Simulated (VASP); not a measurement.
# Pb (Im-3m) in VASP: single point with LDA

Aim: the single point of Pb with LDA.

All numbers are computed with VASP 6.6.1; they aren't measurements. Logs are shortened: lines on timing, memory, paths and dates and some standing lists are left out, and cuts for length are marked.

## 1. The cell of the first run

The structure is cubic, space group Im-3m (No. 229). Conventional cell: a = 3.729 Å, b = 3.729 Å, c = 3.729 Å, α = 90.00°, β = 90.00°, γ = 90.00°. Within 4.2 Å of Pb (site symmetry m-3m) lie 14 Pb at 3.23 to 3.73 Å.

## 2. Single point, LDA (volume scaled by 0.9)

Contents of INCAR:

```
  PREC = Accurate
  ENCUT = 520
  EDIFF = 1E-7
  ISMEAR = -1
  SIGMA = 0.05
  LREAL = F
  LASPH = T
  NELM = 80
  ALGO = Normal
  ISIF = 2
  LWAVE = F
  LCHARG = F
  GGA = CA
  NBANDS = 13
```

Contents of KPOINTS:

```
regular mesh
0
Gamma
  14 14 14
```

Contents of POSCAR:

```
Pb
1.0
   -1.8647444363      1.8647444363      1.8647444363
    1.8647444363     -1.8647444363      1.8647444363
    1.8647444363      1.8647444363     -1.8647444363
Pb
1
Direct
    0.0000000000      0.0000000000      0.0000000000
```

Potentials or basis: VASP PAW LDA potentials, release 64 (Pb_d).

On the command line:

```console
cat potpaw_LDA.64/Pb_d/POTCAR > POTCAR
mpirun -np 1 vasp_std > vasp.out
```

OUTCAR:

```text
PREC = Accurate
   ENCUT = 520
   EDIFF = 1E-7
   ISMEAR = -1
   LREAL = F
   LASPH = T
   NELM = 80
   ISIF = 2
   GGA = CA

 ion  position               nearest neighbor table
   1  0.000  0.000  0.000-

  LATTYP: Found a body centered cubic cell.
 ALAT       =     3.7294888726

  Lattice vectors:

 A1 = (  -1.8647444363,   1.8647444363,   1.8647444363)
 A2 = (   1.8647444363,  -1.8647444363,   1.8647444363)
 A3 = (   1.8647444363,   1.8647444363,  -1.8647444363)

Analysis of symmetry for initial positions (statically):
=====================================================================
 Subroutine PRICEL returns:
 Original cell was already a primitive cell.

 Routine SETGRP: Setting up the symmetry group for a
 body centered cubic supercell.

 Subroutine GETGRP returns: Found 48 space group operations
 (whereof 48 operations were pure point group operations)
 out of a pool of 48 trial point group operations.

The static configuration has the point symmetry O_h .

Analysis of symmetry for dynamics (positions and initial velocities):
=====================================================================
 Subroutine PRICEL returns:
 Original cell was already a primitive cell.

 Routine SETGRP: Setting up the symmetry group for a
 body centered cubic supercell.

 Subroutine GETGRP returns: Found 48 space group operations
 (whereof 48 operations were pure point group operations)
 out of a pool of 48 trial point group operations.

The dynamic configuration has the point symmetry O_h .

 Subroutine INISYM returns: Found 48 space group operations
 (whereof 48 operations are pure point group operations),
 and found     1 'primitive' translations

----------------------------------------------------------------------------------------

                                     Primitive cell

  volume of cell :      25.9369

  direct lattice vectors                    reciprocal lattice vectors
    -1.864744436  1.864744436  1.864744436     0.000000000  0.268133257  0.268133257
     1.864744436 -1.864744436  1.864744436     0.268133257  0.000000000  0.268133257
     1.864744436  1.864744436 -1.864744436     0.268133257  0.268133257  0.000000000

  length of vectors
     3.229832107  3.229832107  3.229832107     0.379197689  0.379197689  0.379197689

  position of ions in fractional coordinates (direct lattice)
     0.000000000  0.000000000  0.000000000

  ion indices of the primitive-cell ions
   primitive index   ion index
                 1           1

----------------------------------------------------------------------------------------

 KPOINTS: regular mesh

Automatic generation of k-mesh.
 Grid dimensions read from file:
 generate k-points for:   14   14   14

 Generating k-lattice:

  Cartesian coordinates                     Fractional coordinates (reciprocal lattice)
     0.000000000  0.019152376  0.019152376     0.071428571  0.000000000  0.000000000
     0.019152376  0.000000000  0.019152376     0.000000000  0.071428571  0.000000000
     0.019152376  0.019152376  0.000000000     0.000000000  0.000000000  0.071428571

  Length of vectors
     0.027085549  0.027085549  0.027085549

  Shift w.r.t. Gamma in fractional coordinates (k-lattice)
     0.000000000  0.000000000  0.000000000

 Subroutine IBZKPT returns following result:
 ===========================================

 Found    104 irreducible k-points:

 Following reciprocal coordinates:
            Coordinates               Weight
  0.000000  0.000000  0.000000      1.000000
  0.071429  0.000000  0.000000     12.000000
  0.142857  0.000000  0.000000     12.000000
  0.214286  0.000000  0.000000     12.000000
  0.285714  0.000000  0.000000     12.000000
  0.357143  0.000000  0.000000     12.000000
[... 16 lines left out ...]
  0.285714  0.285714  0.000000     24.000000
  0.357143  0.285714 -0.000000     24.000000
 [... further k-points ...]
   k-points           NKPTS =    104   k-points in BZ     NKDIM =    104   number of bands    NBANDS=     13
   number of dos      NEDOS =    301   number of ions     NIONS =      1
   total plane-waves  NPLWV =  13824
   dimension x,y,z NGX =    24 NGY =   24 NGZ =   24
   dimension x,y,z NGXF=    48 NGYF=   48 NGZF=   48
   ions per type =               1
   NGX,Y,Z   is equivalent  to a cutoff of  12.35, 12.35, 12.35 a.u.
   NGXF,Y,Z  is equivalent  to a cutoff of  24.71, 24.71, 24.71 a.u.
 SYSTEM =  unknown system
   PREC   = accura    normal or accurate (medium, high low for compatibility)
   ISTART =      0    job   : 0-new  1-cont  2-samecut
   ICHARG =      2    charge: 1-file 2-atom 10-const
   ISPIN  =      1    spin polarized calculation?
   LNONCOLLINEAR =      F non collinear calculations
   LSORBIT =      F    spin-orbit coupling
   LASPH  =      T    aspherical Exc in radial PAW
   ENCUT  =  520.0 eV  38.22 Ry    6.18 a.u.   6.01  6.01  6.01*2*pi/ulx,y,z
   NELM   =     80;   NELMIN=  2; NELMDL= -5     # of ELM steps
   EDIFF  = 0.1E-06   stopping-criterion for ELM
   LREAL  =      F    real-space projection
   EDIFFG = 0.1E-05   stopping-criterion for IOM
   NSW    =      0    number of steps for IOM
   IBRION =     -1    ionic relax: 0-MD 1-quasi-New 2-CG
   NFREE  =      0    steps in history (QN), initial steepest desc. (CG)
   ISIF   =      2    stress and relaxation
   ISYM   =      2    0-nonsym 1-usesym 2-fastsym
   POTIM  = 0.5000    time-step for ionic-motion
   TEBEG  =    0.0;   TEEND  =   0.0 temperature during run
   PSTRESS=    0.0 pullay stress
   NELECT =      14.0000    total number of electrons
   NUPDOWN=      -1.0000    fix difference up-down
   EMIN   =  10.00;   EMAX   =-10.00  energy-range for DOS
   EFERMI =   0.00;   METHOD = LEGACY
   ISMEAR =    -1;   SIGMA  =   0.05  broadening in eV -4-tet -1-fermi 0-gaus
   EFERMI_NEDOS =   21; number of points for ismear=-14 and -15
   IALGO  =     38    algorithm
   IMIX   =      4    mixing-type and parameters
     AMIX     =   0.40;   BMIX     =  1.00
     AMIX_MAG =   1.60;   BMIX_MAG =  1.00
  volume/ion in A,a.u.               =      25.94       175.03
  Fermi-wavevector in a.u.,A,eV,Ry     =   1.332943  2.518897 24.173969  1.776737
  Thomas-Fermi vector in A             =   2.461839
   LORBIT       =      0    0 simple, 1 ext, 2 COOP (PROOUT), +10 PAW based schemes
   GGA     = CA    functional components
   LHFCALC =     F    Hartree Fock is set to
   AEXX    =    0.0000 exact exchange contribution
   IVDW    =     0    specifies the selected vdW correction
   LEPSILON=     F    determine dielectric tensor
   LRPA    =     F    only Hartree local field effects (RPA)
 non-spin polarized calculation
  energy-cutoff  :      520.00
  volume of cell :       25.94
 maximum number of plane-waves:       716
   NGX = 13   NGY = 13   NGZ = 13

 number of electron      14.0000000 magnetization

 Free energy of the ion-electron system (eV)
  ---------------------------------------------------
  ext. energy  EPLUGINS =         0.00000000
  ---------------------------------------------------
  free energy    TOTEN  =        -4.15480048 eV

  energy without entropy =       -4.15177490  energy(sigma->0) =       -4.15328769

 E-fermi :   8.8886     XC(G=0): -11.2285

 val. band max:        8.8590863596   @ k =   0.5000   0.5000   0.4286
 cond. band min:       8.9216077143   @ k =  -0.3571   0.3571   0.3571
 fundamental gap:      0.0625213547
 Fermi energy:         8.8886074737

 k-point     1 :       0.0000    0.0000    0.0000
  band No.  band energies     occupation
      1      -8.3484      2.00000
      2      -8.3484      2.00000
      3      -8.3484      2.00000
      4      -7.9746      2.00000
      5      -7.9746      2.00000
      6      -4.0249      2.00000
      7      17.9881      0.00000
      8      17.9881      0.00000
      9      17.9881      0.00000
     10      20.2561      0.00000
     11      20.2561      0.00000
     12      20.2561      0.00000
     13      23.5584      0.00000

 k-point     2 :       0.0714    0.0000    0.0000
  band No.  band energies     occupation
      1      -8.3554      2.00000
      2      -8.3411      2.00000
      3      -8.3201      2.00000
      4      -7.9824      2.00000
      5      -7.9750      2.00000
      6      -3.9034      2.00000
      7      16.7309      0.00000
      8      17.5343      0.00000
      9      17.7607      0.00000
     10      19.7408      0.00000
     11      20.1071      0.00000
     12      20.1999      0.00000
     13      23.8112      0.00000

 k-point     3 :       0.1429    0.0000    0.0000
  band No.  band energies     occupation
      1      -8.3752      2.00000
      2      -8.3250      2.00000
      3      -8.2401      2.00000
      4      -8.0022      2.00000
      5      -7.9762      2.00000
      6      -3.5360      2.00000
      7      14.2701      0.00000
      8      16.5152      0.00000
      9      17.1209      0.00000
     10      19.0614      0.00000
     11      19.7773      0.00000
     12      20.3704      0.00000
     13      23.8721      0.00000
[... 305 lines left out ...]
 k-point    23 :       0.2857    0.2857    0.0000
  band No.  band energies     occupation
      1      -8.4256      2.00000
      2      -8.2068      2.00000
      3      -8.0696      2.00000
      4      -7.9916      2.00000
      5      -7.8870      2.00000
      6       1.2231      2.00000
      7       5.9803      2.00000
      8       7.8336      2.00000
      9      13.5735      0.00000
     10      20.6958      0.00000
     11      20.8064      0.00000
     12      23.1930      0.00000
     13      26.3111      0.00000

 k-point    24 :       0.3571    0.2857   -0.0000
  band No.  band energies     occupation
      1      -8.4249      2.00000
      2      -8.1760      2.00000
      3      -8.0937      2.00000
      4      -7.9675      2.00000
      5      -7.9074      2.00000
      6       1.6505      2.00000
      7       5.8217      2.00000
      8       7.2134      2.00000
      9      13.4837      0.00000
     10      20.6753      0.00000
     11      21.8404      0.00000
     12      21.9723      0.00000
     13      26.3053      0.00000

 [... further k-points ...]

------------------------ aborting loop because EDIFF is reached ----------------------------------------

  FORCE on cell =-STRESS in cart. coord.  units (eV):
  Direction    XX          YY          ZZ          XY          YZ          ZX
  --------------------------------------------------------------------------------------
  -------------------------------------------------------------------------------------
  Total        1.1757898      1.1757898      1.1757898      0.0000000      0.0000000      0.0000000
  in kB       72.6310483     72.6310483     72.6310483      0.0000000      0.0000000      0.0000000
  external PRESSURE =      72.6310483 kB  Pullay stress =       0.0000000 kB

 VOLUME and BASIS-vectors are now :
 -----------------------------------------------------------------------------
  energy-cutoff  :      520.00
  volume of cell :       25.94
      direct lattice vectors                 reciprocal lattice vectors
    -1.864744436  1.864744436  1.864744436     0.000000000  0.268133257  0.268133257
     1.864744436 -1.864744436  1.864744436     0.268133257  0.000000000  0.268133257
     1.864744436  1.864744436 -1.864744436     0.268133257  0.268133257  0.000000000

 POSITION                                       TOTAL-FORCE (eV/Angst)
 -----------------------------------------------------------------------------------
      0.00000      0.00000      0.00000        -0.000000      0.000000     -0.000000
 -----------------------------------------------------------------------------------
    total drift:                               -0.000000      0.000000      0.000000

  FREE ENERGIE OF THE ION-ELECTRON SYSTEM (eV)
  ---------------------------------------------------
  free  energy   TOTEN  =        -4.1548004775 eV

  energy  without entropy=       -4.1517749043  energy(sigma->0) =       -4.15328769
```

It took 28 s on 1 thread of AMD EPYC 7R43 (Zen 3), shared host; peak memory 0.11 GiB.

Results:

* Free energy: -4.1548 eV
* Pressure: 7.3 GPa
* Band gap on the k mesh: zero (band 7 reaches 17.99 eV, above the bottom of band 8 at 6.46 eV)

Caveat: spin-orbit coupling is left out, which moves the levels of the heavy elements.
